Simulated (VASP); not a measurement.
# Ta: relaxation of cell and atoms with PBE

Ta:

```
Ta
1.0
     0.00000    2.13738    2.13738
     2.13738    0.00000    2.13738
     2.13738    2.13738    0.00000
Ta
2
Direct
  0.87500 0.87500 0.87500
  0.12500 0.12500 0.12500
```

```json
{
  "Program": "VASP 6.6.1",
  "Task": "relaxation of cell and atoms",
  "Functional": "PBE",
  "Potentials or basis": "VASP PAW PBE potentials, release 64 (Ta_pv)",
  "Cutoff": "600 eV",
  "k mesh": "15 × 15 × 15",
  "Occupations": "fermi-dirac, width 0.08 eV",
  "Spin": "no spin polarisation",
  "Target pressure": "480 GPa",
  "Dipole correction": "no",
  "Further INCAR settings": "ALGO = Normal; EDIFF = 1e-07; IBRION = 2; EDIFFG = -0.005; NSW = 60; ISIF = 3"
}
```

```json
{
  "Relaxed volume": "10.97 Å³/atom",
  "Relaxed cell": "a = 3.142 Å, b = 3.142 Å, c = 3.142 Å, α = 60.00°, β = 60.00°, γ = 60.00°",
  "Space group after relaxing (to 0.05 Å)": "Fd-3m (No. 227)",
  "Energy change on relaxing (the enthalpy is what falls)": "-4406.0 meV/atom",
  "Ionic steps": "5",
  "Pressure after relaxing": "480.0 GPa",
  "Band gap on the k mesh": "zero (band 11 reaches 12.65 eV, above the bottom of band 12 at 7.70 eV)"
}
```

The path:
```
step  energy change (eV)  largest force (eV/Å)  pressure (GPa)  volume (Å³)
   1              0.0000                0.0000          713.10        19.53
   2            -28.0997                0.0000          -14.61        93.48
   3            -12.6364                0.0000          387.57        23.35
   4             -9.2246                0.0000          469.79        22.07
   5             -8.8121                0.0000          480.03        21.93
```

Final structure:
```cif
data_structure
_symmetry_space_group_name_H-M 'P 1'
_symmetry_Int_Tables_number 1
_cell_length_a 3.1420
_cell_length_b 3.1420
_cell_length_c 3.1420
_cell_angle_alpha 60.000
_cell_angle_beta 60.000
_cell_angle_gamma 60.000
_cell_volume 21.93
loop_
_atom_site_label
_atom_site_type_symbol
_atom_site_fract_x
_atom_site_fract_y
_atom_site_fract_z
_atom_site_occupancy
Ta1 Ta 0.87500 0.87500 0.87500 1
Ta2 Ta 0.12500 0.12500 0.12500 1
```

Levels at points of the mesh, in eV from the Fermi level:
```
           k point  band 9  band 10  band 11  band 12  band 13  band 14
(0.00, 0.00, 0.00)   -6.69    -1.35    -1.35    -1.35     5.64     5.64
```

Wall time 53 s on 1 thread of Intel(R) Xeon(R) 6975P-C (Granite Rapids), on a shared host, peak memory 0.17 GiB.

Caveat: the cell is relaxed towards a set pressure, so the enthalpy falls and the energy may rise; spin-orbit coupling is left out, which moves the levels of the heavy elements.
